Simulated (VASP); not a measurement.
Runs of VASP 6.6.1 on MnO2 (fluorite type). The structure is that of space group Fm-3m (No. 225), or close to it. The cells are those of the table. 

```tsv
level	cell	k mesh	smearing	gap on the mesh (eV)	pressure (GPa)
r2SCAN	a = 3.211 Å, angles 60.0°, 3 atoms	13 × 13 × 13	fermi-dirac 0.1 eV	none	9.6
r2SCAN	a = 3.310 Å, angles 60.0°, 3 atoms	13 × 13 × 13	fermi-dirac 0.1 eV	none	-16.4
r2SCAN	a = 3.245 Å, angles 60.0°, 3 atoms	13 × 13 × 13	fermi-dirac 0.1 eV	none	-0.7
PBE	a = 3.245 Å, angles 60.0°, 3 atoms	21 × 21 × 21	fermi-dirac 0.0612256 eV	none	(a)
PBE	a = 3.223 Å, angles 60.0°, 3 atoms	21 × 21 × 21	fermi-dirac 0.0612256 eV	none	13.5
r2SCAN	a = 3.278 Å, angles 60.0°, 3 atoms	13 × 13 × 13	fermi-dirac 0.1 eV	none	(b)
PBE	a = 3.200 Å, angles 60.0°, 3 atoms	21 × 21 × 21	fermi-dirac 0.0612256 eV	none	20.9
```

Alike in all rows: task single point; potentials or basis VASP PAW PBE potentials, release 64 (Mn_pv, O); no spin polarisation; cutoff (eV) 520.

**Question.** Estimate the missing entries.

**Answer.** (a) 6.9; (b) -9.3.

Caveats: an odd number of electrons without spin polarisation forces a metal; a magnetic or distorted state may lie lower; the run has no spin polarisation, though such a crystal can be magnetic; semilocal functionals often make such compounds metallic where correlation or magnetic order opens a gap, which also shifts bond lengths; the cell stands under pressure (at least some runs); the PAW data sets were made with another functional, which shifts forces and pressure a little (at least some runs); the cell stands under tension (at least some runs).

A gap of «none» marks levels without a gap at the run's occupations.
